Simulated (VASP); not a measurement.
The system is Li3ClO.

```xyz
5
Lattice="3.9100 0.0000 0.0000 0.0000 3.9100 0.0000 0.0000 0.0000 3.9100" Properties=species:S:1:pos:R:3 pbc="T T T"
Cl    0.0000    0.0000    0.0000
O     1.9550    1.9550    1.9550
Li    1.9550    1.9550    0.0000
Li    0.0000    1.9550    1.9550
Li    1.9550    0.0000    1.9550
```

* Program: VASP 6.6.1
* Task: relaxation of cell and atoms
* Functional: LDA
* Potentials or basis: VASP PAW LDA potentials, release 64 (Cl, O, Li_sv)
* Cutoff: 600 eV
* k mesh: 4 × 4 × 4
* Occupations: methfessel-paxton, width 0.01 eV
* Spin: no spin polarisation

At the start: pressure -5.7 GPa; volume 11.96 Å³/atom.

Question: Where does the relaxation end?

Answer: Over 3 steps the energy falls by 25.0 meV/atom and the volume is 10.72 Å³/atom (-10.3 %); space group Pm-3m (No. 221, to 0.1 Å) before and after.

The path:
```csv
step,energy change (eV),largest force (eV/Å),pressure (GPa),volume (Å³)
1,0.0000,0.0000,-5.68,59.78
2,-0.0984,0.0000,-2.94,56.18
3,-0.1252,0.0000,-0.30,53.62
```

Final structure:
```cif
data_structure
_symmetry_space_group_name_H-M 'P 1'
_symmetry_Int_Tables_number 1
_cell_length_a 3.7708
_cell_length_b 3.7708
_cell_length_c 3.7708
_cell_angle_alpha 90.000
_cell_angle_beta 90.000
_cell_angle_gamma 90.000
_cell_volume 53.62
loop_
_atom_site_label
_atom_site_type_symbol
_atom_site_fract_x
_atom_site_fract_y
_atom_site_fract_z
_atom_site_occupancy
Cl1 Cl 0.00000 0.00000 0.00000 1
O1 O 0.50000 0.50000 0.50000 1
Li1 Li 0.50000 0.50000 0.00000 1
Li2 Li 0.00000 0.50000 0.50000 1
Li3 Li 0.50000 0.00000 0.50000 1
```

Caveat: the cutoff is under 1.25 times the usual one of these potentials, so pressure, stress and relaxed cells hold a basis-set (Pulay) error.
